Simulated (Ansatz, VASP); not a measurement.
## TiC: VASP beside Ansatz

The input POSCAR:

```
TiC
1.0
    0.0000000000      2.2081947028      2.2081947028
    2.2081947028      0.0000000000      2.2081947028
    2.2081947028      2.2081947028      0.0000000000
Ti C
1 1
Direct
    0.0000000000      0.0000000000      0.0000000000
    0.5000000000      0.5000000000      0.5000000000
```

INCAR.step1

```
SYSTEM = TiC
PREC = Accurate
ENCUT = 520
EDIFF = 1E-5
ISMEAR = -1
SIGMA = 0.05
LREAL = .FALSE.
LASPH = .TRUE.
NELM = 60
ALGO = Normal
ISIF = 2
LWAVE = .TRUE.
LCHARG = .FALSE.
GGA = PE
NBANDS = 15
```

INCAR.step2

```
SYSTEM = TiC
PREC = Accurate
ENCUT = 520
EDIFF = 1E-6
ISMEAR = -1
SIGMA = 0.05
LREAL = .FALSE.
LASPH = .TRUE.
NELM = 60
ALGO = Normal
ISIF = 2
LWAVE = .FALSE.
LCHARG = .FALSE.
GGA = PE
LHFCALC = .TRUE.
HFSCREEN = 0.2079
PRECFOCK = Normal
ISTART = 1
NBANDS = 15
```

Contents of KPOINTS:

```
regular mesh
0
G
  6 6 6
  0 0 0
```

File input:

```
crystal:
  lattice:
    - [0.0, 2.2081947028, 2.2081947028]
    - [2.2081947028, 0.0, 2.2081947028]
    - [2.2081947028, 2.2081947028, 0.0]
  atoms:
    - { symbol: Ti, position: [0.0, 0.0, 0.0] }
    - { symbol: C, position: [0.5, 0.5, 0.5] }
hamiltonian:
  xc: hse06
  pseudopotentials: { kind: paw }
kpoints:
  mp_grid: { grid: [6, 6, 6] }
scf:
  occupations: { method: fermi_dirac, width: 0.05 }
output:
  forces: true
  stress: true
  eigenvalues: true
  write_density: true
  write_potential: true
  elf: true
  volumetric_format: npy
```

Alike in both runs: task single point; functional HSE06; k mesh 6 × 6 × 6; occupations fermi-dirac, width 0.05 eV; no spin polarisation.

```csv
,VASP,Ansatz
version,VASP 6.6.1,Ansatz 0.2.0
potentials or method,"VASP PAW PBE potentials, release 64 (Ti_sv, C)",Ansatz PAW
plane-wave cutoff (eV),520,420
valence electrons in the cell,16,16
```

|  | VASP | Ansatz | Ansatz less VASP |
| --- | --- | --- | --- |
| gap on the k mesh at the Fermi level (eV) | none | none | - |
| pressure (GPa) | -18.0 | -18.0 | -0.04 |

A gap of «none» marks a metal or a gap that the smearing closes. With one functional, cell and mesh, what is left measures potentials, basis and numerics.

The k mesh is coarse, so the values compare programs but aren't converged.
